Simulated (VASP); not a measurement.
MgS: single point with r2SCAN

Crystal: MgS.

```
Mg S
1.0
     0.00000    2.99507    2.83088
     2.99507    0.00000    2.83088
     2.99507    2.99507    0.00000
Mg S
1 1
Direct
  0.00000 0.00000 0.00000
  0.25000 0.25000 0.25000
```

This cell differs from its parent crystal: biaxial xy strain +5.8%.

```yaml
Program: VASP 6.6.1
Task: single point
Functional: r2SCAN
Potentials_or_basis: VASP PAW PBE potentials, release 64 (Mg, S)
Cutoff: 520 eV
k_mesh: 8 × 8 × 8
Occupations: gaussian, width 0.01 eV
Spin: no spin polarisation
```

```yaml
Pressure: -5.7 GPa
Band_gap_on_the_k_mesh: 3.45 eV
```

Stress tensor (GPa, compression positive):
```
-6.18  0.00  0.00
 0.00 -6.18  0.00
 0.00  0.00 -4.75
```

Levels at points of the mesh, in eV from the valence-band top:
| k point | band 1 | band 2 | band 3 | band 4 | band 5 | band 6 | band 7 | band 8 | band 9 |
| --- | --- | --- | --- | --- | --- | --- | --- | --- | --- |
| (0.00, 0.00, 0.00) | -11.48 | -0.13 | -0.13 | 0.00 | 3.45 | 8.21 | 8.21 | 8.22 | 10.68 |
| (0.50, 0.00, 0.00) | -10.94 | -2.87 | -0.51 | -0.27 | 5.23 | 7.70 | 8.25 | 8.60 | 12.76 |
| (0.50, 0.50, 0.00) | -10.71 | -2.44 | -1.17 | -1.17 | 4.22 | 5.69 | 11.36 | 12.07 | 12.07 |
| (0.50, 0.00, 0.50) | -10.79 | -2.68 | -0.93 | -0.92 | 4.33 | 6.13 | 10.71 | 11.80 | 12.71 |

Run time: 70 s on 1 thread of Intel(R) Xeon(R) Platinum 8488C (Sapphire Rapids) (shared host), peak memory 0.2 GiB.

Caveat: the cell differs from its parent crystal (biaxial xy strain +5.8%); the cell stands under tension; the PAW data sets were made with another functional, which shifts forces and pressure a little.
